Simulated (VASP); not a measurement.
Input of a VASP 6.6.1 run:

Contents of POSCAR:

```
Sb
1.0
    3.3545324186      0.0000000000      0.0000000000
   -1.6772662093      2.9051102923      0.0000000000
    0.0000000000      0.0000000000      5.4701606500
Sb
2
Direct
    0.6666666667      0.3333333333      0.7500000000
    0.3333333333      0.6666666667      0.2500000000
```

File INCAR.step1:

```
SYSTEM = Sb
PREC = Accurate
ENCUT = 400
EDIFF = 1E-5
ISMEAR = -1
SIGMA = 0.05
LREAL = .FALSE.
LASPH = .TRUE.
NELM = 120
ALGO = Normal
ISIF = 2
LWAVE = .TRUE.
LCHARG = .FALSE.
GGA = PE
NBANDS = 22
GGA_COMPAT = .FALSE.
```

INCAR.step2

```
SYSTEM = Sb
PREC = Accurate
ENCUT = 400
EDIFF = 1E-6
ISMEAR = -1
SIGMA = 0.05
LREAL = .FALSE.
LASPH = .TRUE.
NELM = 120
ALGO = Normal
ISIF = 2
LWAVE = .FALSE.
LCHARG = .FALSE.
GGA = PE
LHFCALC = .TRUE.
AEXX = 0.25
PRECFOCK = Normal
ISTART = 1
NBANDS = 22
GGA_COMPAT = .FALSE.
```

File KPOINTS:

```
regular mesh
0
G
  5 5 3
  0 0 0
```

Potentials or basis: VASP PAW PBE potentials, release 64 (Sb_d_GW).

The run is started by

```sh
$ cat potpaw_PBE.64/Sb_d_GW/POTCAR > POTCAR
$ cp INCAR.step1 INCAR
$ mpirun -np 1 vasp_std > vasp.out
$ cp INCAR.step2 INCAR
$ mpirun -np 1 vasp_std > vasp.out
```

Question: What does it give for the band gap on the k mesh?

Answer: Zero (bands 15 and 16 overlap by 7.31 eV).

Question: What does it give for the pressure?

Answer: -2.7 GPa.

Stress tensor (GPa, compression positive):
```
-4.68  0.00  0.00
 0.00 -4.68  0.00
 0.00  0.00  1.23
```

Caveat: the k points lie up to 0.43 Å⁻¹ apart, too coarse for converged energies and pressures of a metal; the PAW data sets were made with another functional, which shifts forces and pressure a little; spin-orbit coupling is left out, which moves the levels of the heavy elements.
